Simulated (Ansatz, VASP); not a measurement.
**One calculation of GeW, two programs**

```
Ge W
1.0
     0.00000    2.57761    2.57761
     2.57761    0.00000    2.57761
     2.57761    2.57761    0.00000
Ge W
1 1
Direct
  0.50000 0.50000 0.50000
  0.00000 0.00000 0.00000
```

Alike in both runs: functional LDA; k mesh 7 × 7 × 7; occupations fermi-dirac, width 0.05 eV; non-collinear spin, spin-orbit coupling.

```csv
,VASP,Ansatz
version,VASP 6.6.1,Ansatz 0.2.0
potentials or method,"VASP PAW LDA potentials, release 64 (Ge_d, W_sv)",Ansatz PAW
plane-wave cutoff (eV),520,420
valence electrons in the cell,28,28
task,single point,band structure
```

|  | VASP | Ansatz | Ansatz less VASP |
| --- | --- | --- | --- |
| pressure (GPa) | -8.2 | -9.4 | -1.12 |
| net moment per atom (μB) | 0.00 | 0.00 | 0.000 |

LDA's correlation is that of Perdew and Zunger in VASP and of Perdew and Wang (1992) in Ansatz.
